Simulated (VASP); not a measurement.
# Ge2Sb2Te5 in VASP: a series of runs

Aim: see how the results for Ge2Sb2Te5 move with the level of theory and the settings. Levels: r2SCAN, PBE, LDA. Tasks: single point, relaxation of cell and atoms.

All numbers are computed with VASP 6.6.1; they aren't measurements. Logs are shortened: lines on timing, memory, paths and dates and some standing lists are left out, and cuts for length are marked.

### Step 1. The cell of the first run

It takes space group P-3m1 (No. 164, trigonal). Conventional cell: a = 4.294 Å, b = 4.294 Å, c = 17.101 Å, α = 90.00°, β = 90.00°, γ = 120.00°. Within 4.0 Å of Te (site symmetry 3m) lie 3 Sb at 3.01 Å and 3 Te at 3.70 Å. Within 3.9 Å of Te (site symmetry 3m) lie 3 Ge at 3.00 Å and 3 Sb at 3.20 Å. Within 4.0 Å of Te (site symmetry -3m) lie 6 Ge at 3.04 Å. Sb (site symmetry 3m) has 6 Te at 3.01 to 3.20 Å within 4.0 Å. Ge (site symmetry 3m) has 6 Te at 3.00 to 3.04 Å within 3.9 Å.

### Step 2. Single point, r2SCAN

File POSCAR:

```
Ge2Sb2Te5
1.0
    4.2940644248      0.0000000000      0.0000000000
   -2.1470322124      3.7187688774      0.0000000000
    0.0000000000      0.0000000000     17.1013460000
Te Sb Ge
5 2 2
Direct
    0.6666666667      0.3333333333      0.4198920000
    0.3333333333      0.6666666667      0.5801080000
    0.3333333333      0.6666666667      0.2015420000
    0.6666666667      0.3333333333      0.7984580000
    0.0000000000      0.0000000000      0.0000000000
    0.0000000000      0.0000000000      0.3200680000
    0.0000000000      0.0000000000      0.6799320000
    0.6666666667      0.3333333333      0.1028950000
    0.3333333333      0.6666666667      0.8971050000
```

File INCAR.step1:

```
SYSTEM = Ge2Sb2Te5
ALGO = Normal ; EDIFF = 1E-4
ENCUT = 520 ; GGA = PE
ISMEAR = -1 ; LASPH = .TRUE.
LCHARG = .FALSE. ; LREAL = .FALSE.
LWAVE = .TRUE. ; NBANDS = 44
NELM = 100 ; PREC = Accurate
SIGMA = 0.05
```

File INCAR.step2:

```
SYSTEM = Ge2Sb2Te5
ALGO = Normal ; EDIFF = 1E-7
ENCUT = 520 ; ISIF = 2
ISMEAR = -1 ; ISTART = 1
LASPH = .TRUE. ; LCHARG = .FALSE.
LMIXTAU = .TRUE. ; LREAL = .FALSE.
LWAVE = .FALSE. ; METAGGA = R2SCAN
NBANDS = 44 ; NELM = 100
PREC = Accurate ; SIGMA = 0.05
```

File KPOINTS:

```
k-points
0
G
  7 7 2
  0 0 0
```

Potentials or basis: VASP PAW PBE potentials, release 64 (Te, Sb, Ge_d).

Run with:

```console
$ cat potpaw_PBE.64/Te/POTCAR potpaw_PBE.64/Sb/POTCAR potpaw_PBE.64/Ge_d/POTCAR > POTCAR
$ cp INCAR.step1 INCAR
$ mpirun -np 1 vasp_std > vasp.out
$ cp INCAR.step2 INCAR
$ mpirun -np 1 vasp_std > vasp.out
```

OUTCAR:

```text
SYSTEM = Ge2Sb2Te5
   EDIFF = 1E-7
   ENCUT = 520
   ISIF = 2
   ISMEAR = -1
   ISTART = 1
   LASPH = .TRUE.
   LREAL = .FALSE.
   METAGGA = R2SCAN
   NELM = 100
   PREC = Accurate

 ion  position               nearest neighbor table
   1  0.667  0.333  0.420-   6 3.01   6 3.01   6 3.01
   2  0.333  0.667  0.580-   7 3.01   7 3.01   7 3.01
   3  0.333  0.667  0.202-   8 3.00   8 3.00   8 3.00   6 3.20   6 3.20   6 3.20
   4  0.667  0.333  0.798-   9 3.00   9 3.00   9 3.00   7 3.20   7 3.20   7 3.20
   5  0.000  0.000  0.000-   8 3.04   9 3.04   8 3.04   9 3.04   8 3.04   9 3.04
   6  0.000  0.000  0.320-   1 3.01   1 3.01   1 3.01   3 3.20   3 3.20   3 3.20
   7  0.000  0.000  0.680-   2 3.01   2 3.01   2 3.01   4 3.20   4 3.20   4 3.20
   8  0.667  0.333  0.103-   3 3.00   3 3.00   3 3.00   5 3.04   5 3.04   5 3.04
   9  0.333  0.667  0.897-   4 3.00   4 3.00   4 3.00   5 3.04   5 3.04   5 3.04

  LATTYP: Found a hexagonal cell.
 ALAT       =     4.2940644248
 C/A-ratio  =     3.9825545936

  Lattice vectors:

 A1 = (   4.2940644248,   0.0000000000,   0.0000000000)
 A2 = (  -2.1470322124,   3.7187688774,   0.0000000000)
 A3 = (   0.0000000000,   0.0000000000,  17.1013460000)

Analysis of symmetry for initial positions (statically):
=====================================================================
 Subroutine PRICEL returns:
 Original cell was already a primitive cell.

 Routine SETGRP: Setting up the symmetry group for a
 hexagonal supercell.

 Subroutine GETGRP returns: Found 12 space group operations
 (whereof 12 operations were pure point group operations)
 out of a pool of 24 trial point group operations.

The static configuration has the point symmetry D_3d.

Analysis of symmetry for dynamics (positions and initial velocities):
=====================================================================
 Subroutine PRICEL returns:
 Original cell was already a primitive cell.

 Routine SETGRP: Setting up the symmetry group for a
 hexagonal supercell.

 Subroutine GETGRP returns: Found 12 space group operations
 (whereof 12 operations were pure point group operations)
 out of a pool of 24 trial point group operations.

The dynamic configuration has the point symmetry D_3d.

 Subroutine INISYM returns: Found 12 space group operations
 (whereof 12 operations are pure point group operations),
 and found     1 'primitive' translations

----------------------------------------------------------------------------------------

                                     Primitive cell

  volume of cell :     273.0851

  direct lattice vectors                    reciprocal lattice vectors
     4.294064425  0.000000000  0.000000000     0.232879599  0.134453099  0.000000000
    -2.147032212  3.718768877  0.000000000     0.000000000  0.268906198  0.000000000
     0.000000000  0.000000000 17.101346000     0.000000000  0.000000000  0.058474929

  length of vectors
     4.294064425  4.294064425 17.101346000     0.268906198  0.268906198  0.058474929

  position of ions in fractional coordinates (direct lattice)
     0.666666667  0.333333333  0.419892000
     0.333333333  0.666666667  0.580108000
     0.333333333  0.666666667  0.201542000
     0.666666667  0.333333333  0.798458000
     0.000000000  0.000000000  0.000000000
     0.000000000  0.000000000  0.320068000
     0.000000000  0.000000000  0.679932000
     0.666666667  0.333333333  0.102895000
     0.333333333  0.666666667  0.897105000

  ion indices of the primitive-cell ions
   primitive index   ion index
                 1           1
                 2           2
                 3           3
                 4           4
                 5           5
                 6           6
                 7           7
                 8           8
                 9           9

----------------------------------------------------------------------------------------

 KPOINTS: k-points

Automatic generation of k-mesh.
 Grid dimensions read from file:
 generate k-points for:    7    7    2

 Generating k-lattice:

  Cartesian coordinates                     Fractional coordinates (reciprocal lattice)
     0.033268514  0.019207586  0.000000000     0.142857143  0.000000000  0.000000000
     0.000000000  0.038415171  0.000000000     0.000000000  0.142857143  0.000000000
     0.000000000  0.000000000  0.029237465     0.000000000  0.000000000  0.500000000

  Length of vectors
     0.038415171  0.038415171  0.029237465

  Shift w.r.t. Gamma in fractional coordinates (k-lattice)
     0.000000000  0.000000000  0.000000000

 Subroutine IBZKPT returns following result:
 ===========================================

 Found     16 irreducible k-points:

 Following reciprocal coordinates:
            Coordinates               Weight
  0.000000  0.000000  0.000000      1.000000
  0.142857  0.000000  0.000000      6.000000
  0.285714  0.000000  0.000000      6.000000
  0.428571 -0.000000  0.000000      6.000000
  0.142857  0.142857  0.000000      6.000000
  0.285714  0.142857  0.000000     12.000000
[... 8 lines left out ...]
  0.428571  0.142857  0.500000      6.000000
  0.285714  0.285714  0.500000      6.000000
   k-points           NKPTS =     16   k-points in BZ     NKDIM =     16   number of bands    NBANDS=     44
   number of dos      NEDOS =    301   number of ions     NIONS =      9
   total plane-waves  NPLWV = 131072
   dimension x,y,z NGX =    32 NGY =   32 NGZ =  128
   dimension x,y,z NGXF=    64 NGYF=   64 NGZF=  256
   ions per type =               5   2   2
   NGX,Y,Z   is equivalent  to a cutoff of  12.39, 12.39, 12.44 a.u.
   NGXF,Y,Z  is equivalent  to a cutoff of  24.78, 24.78, 24.89 a.u.
 SYSTEM =  Ge2Sb2Te5
   PREC   = accura    normal or accurate (medium, high low for compatibility)
   ISTART =      1    job   : 0-new  1-cont  2-samecut
   ICHARG =      0    charge: 1-file 2-atom 10-const
   ISPIN  =      1    spin polarized calculation?
   LNONCOLLINEAR =      F non collinear calculations
   LSORBIT =      F    spin-orbit coupling
   LASPH  =      T    aspherical Exc in radial PAW
   ENCUT  =  520.0 eV  38.22 Ry    6.18 a.u.   7.98  7.98 31.80*2*pi/ulx,y,z
   NELM   =    100;   NELMIN=  2; NELMDL=  0     # of ELM steps
   EDIFF  = 0.1E-06   stopping-criterion for ELM
   LREAL  =      F    real-space projection
   EDIFFG = 0.1E-05   stopping-criterion for IOM
   NSW    =      0    number of steps for IOM
   IBRION =     -1    ionic relax: 0-MD 1-quasi-New 2-CG
   NFREE  =      0    steps in history (QN), initial steepest desc. (CG)
   ISIF   =      2    stress and relaxation
   ISYM   =      2    0-nonsym 1-usesym 2-fastsym
   POTIM  = 0.5000    time-step for ionic-motion
   TEBEG  =    0.0;   TEEND  =   0.0 temperature during run
   PSTRESS=    0.0 pullay stress
   NELECT =      68.0000    total number of electrons
   NUPDOWN=      -1.0000    fix difference up-down
   EMIN   =  10.00;   EMAX   =-10.00  energy-range for DOS
   EFERMI =   0.00;   METHOD = LEGACY
   ISMEAR =    -1;   SIGMA  =   0.05  broadening in eV -4-tet -1-fermi 0-gaus
   EFERMI_NEDOS =   21; number of points for ismear=-14 and -15
   IALGO  =     38    algorithm
   IMIX   =      4    mixing-type and parameters
     AMIX     =   0.40;   BMIX     =  1.00
     AMIX_MAG =   1.60;   BMIX_MAG =  1.00
  volume/ion in A,a.u.               =      30.34       204.76
  Fermi-wavevector in a.u.,A,eV,Ry     =   1.029940  1.946304 14.432730  1.060776
  Thomas-Fermi vector in A             =   2.164013
   LORBIT       =      0    0 simple, 1 ext, 2 COOP (PROOUT), +10 PAW based schemes
   METAGGA = R2SCAN    functional components
   LHFCALC =     F    Hartree Fock is set to
   AEXX    =    0.0000 exact exchange contribution
   IVDW    =     0    specifies the selected vdW correction
   LEPSILON=     F    determine dielectric tensor
   LRPA    =     F    only Hartree local field effects (RPA)
 non-spin polarized calculation
  energy-cutoff  :      520.00
  volume of cell :      273.09
 maximum number of plane-waves:      7382
 NGX is ok and might be reduce to    32
   NGX = 15   NGY = 15   NGZ = 63

 number of electron      67.9999999 magnetization

 Free energy of the ion-electron system (eV)
  ---------------------------------------------------
  ext. energy  EPLUGINS =         0.00000000
  ---------------------------------------------------
  free energy    TOTEN  =      -206.85689573 eV

  energy without entropy =     -206.85570638  energy(sigma->0) =     -206.85630106

 E-fermi :   6.2788     XC(G=0):  -9.9397

 val. band max:        6.1886163274   @ k =   0.0000   0.0000   0.0000
 cond. band min:       6.4038591603   @ k =   0.0000   0.0000   0.0000
 fundamental gap:      0.2152428329
 Fermi energy:         6.2788130002

 k-point     1 :       0.0000    0.0000    0.0000
  band No.  band energies     occupation
      1     -19.5885      2.00000
      2     -19.5884      2.00000
      3     -19.5878      2.00000
      4     -19.5877      2.00000
      5     -19.5807      2.00000
      6     -19.5805      2.00000
[... 36 lines left out ...]
     43       7.9816      0.00000
     44       9.0477      0.00000

 k-point     2 :       0.1429    0.0000    0.0000
  band No.  band energies     occupation
      1     -19.5890      2.00000
      2     -19.5883      2.00000
      3     -19.5881      2.00000
      4     -19.5876      2.00000
      5     -19.5805      2.00000
      6     -19.5803      2.00000
[... 36 lines left out ...]
     43       8.7461      0.00000
     44       9.2356      0.00000

 k-point     3 :       0.2857    0.0000    0.0000
  band No.  band energies     occupation
      1     -19.5903      2.00000
      2     -19.5890      2.00000
      3     -19.5881      2.00000
      4     -19.5871      2.00000
      5     -19.5806      2.00000
      6     -19.5798      2.00000
[... 600 lines left out ...]
     43       9.9511      0.00000
     44      10.2558      0.00000

 k-point    16 :       0.2857    0.2857    0.5000
  band No.  band energies     occupation
      1     -19.5903      2.00000
      2     -19.5895      2.00000
      3     -19.5888      2.00000
      4     -19.5877      2.00000
      5     -19.5797      2.00000
      6     -19.5796      2.00000
[... 36 lines left out ...]
     43      10.0220      0.00000
     44      10.8826      0.00000

------------------------ aborting loop because EDIFF is reached ----------------------------------------

  FORCE on cell =-STRESS in cart. coord.  units (eV):
  Direction    XX          YY          ZZ          XY          YZ          ZX
  --------------------------------------------------------------------------------------
  -------------------------------------------------------------------------------------
  Total       -0.9082891     -0.9082891     -0.6689386     -0.0000000     -0.0000000      0.0000000
  in kB       -5.3288889     -5.3288889     -3.9246307     -0.0000000     -0.0000000      0.0000000
  external PRESSURE =      -4.8608028 kB  Pullay stress =       0.0000000 kB

 VOLUME and BASIS-vectors are now :
 -----------------------------------------------------------------------------
  energy-cutoff  :      520.00
  volume of cell :      273.09
      direct lattice vectors                 reciprocal lattice vectors
     4.294064425  0.000000000  0.000000000     0.232879599  0.134453099  0.000000000
    -2.147032212  3.718768877  0.000000000     0.000000000  0.268906198  0.000000000
     0.000000000  0.000000000 17.101346000     0.000000000  0.000000000  0.058474929

 POSITION                                       TOTAL-FORCE (eV/Angst)
 -----------------------------------------------------------------------------------
      2.14703      1.23959      7.18072         0.000000      0.000000     -0.244741
     -0.00000      2.47918      9.92063         0.000000     -0.000000      0.244741
     -0.00000      2.47918      3.44664         0.000000     -0.000000     -0.060883
      2.14703      1.23959     13.65471         0.000000      0.000000      0.060883
      0.00000      0.00000      0.00000         0.000000     -0.000000      0.000000
      0.00000      0.00000      5.47359         0.000000      0.000000     -0.015981
      0.00000      0.00000     11.62775         0.000000     -0.000000      0.015981
      2.14703      1.23959      1.75964        -0.000000      0.000000     -0.087324
     -0.00000      2.47918     15.34170         0.000000     -0.000000      0.087324
 -----------------------------------------------------------------------------------
    total drift:                               -0.000000      0.000000     -0.000000

  FREE ENERGIE OF THE ION-ELECTRON SYSTEM (eV)
  ---------------------------------------------------
  free  energy   TOTEN  =      -206.8568957334 eV

  energy  without entropy=     -206.8557063822  energy(sigma->0) =     -206.85630106
```

Run time: 9 min. Hardware: 1 thread of Intel Xeon Platinum 8488C (Sapphire Rapids), shared host; peak memory 0.49 GiB.

What came out:

```yaml
Free_energy: -206.8569 eV
Pressure: -0.5 GPa
Largest_force: 0.245 eV/Å
Band_gap_on_the_k_mesh: 0.22 eV
```

Forces on the atoms (eV/Å):
```
Te   0.000  0.000 -0.245
Te   0.000  0.000  0.245
Te   0.000  0.000 -0.061
Te   0.000  0.000  0.061
Te   0.000  0.000  0.000
Sb   0.000  0.000 -0.016
Sb   0.000  0.000  0.016
Ge   0.000  0.000 -0.087
Ge   0.000  0.000  0.087
```

Stress tensor (GPa, compression positive):
```
-0.53  0.00  0.00
 0.00 -0.53  0.00
 0.00  0.00 -0.39
```

Levels at points of the mesh, in eV from the valence-band top:
```tsv
k point	band 32	band 33	band 34	band 35	band 36	band 37
(0.00, 0.00, 0.00)	-1.14	-0.84	0.00	0.22	0.22	0.47
(0.00, 0.00, 0.50)	-1.51	-0.66	-0.12	0.45	0.45	0.52
```

Caveat: semilocal functionals underestimate gaps, and a narrow one can read as zero; the PAW data sets were made with another functional, which shifts forces and pressure a little; spin-orbit coupling is left out, which moves the levels of the heavy elements.

(Part 1 of 3 ends here.)

The gap in the log of VASP goes by the Fermi energy; the results here count the filled bands.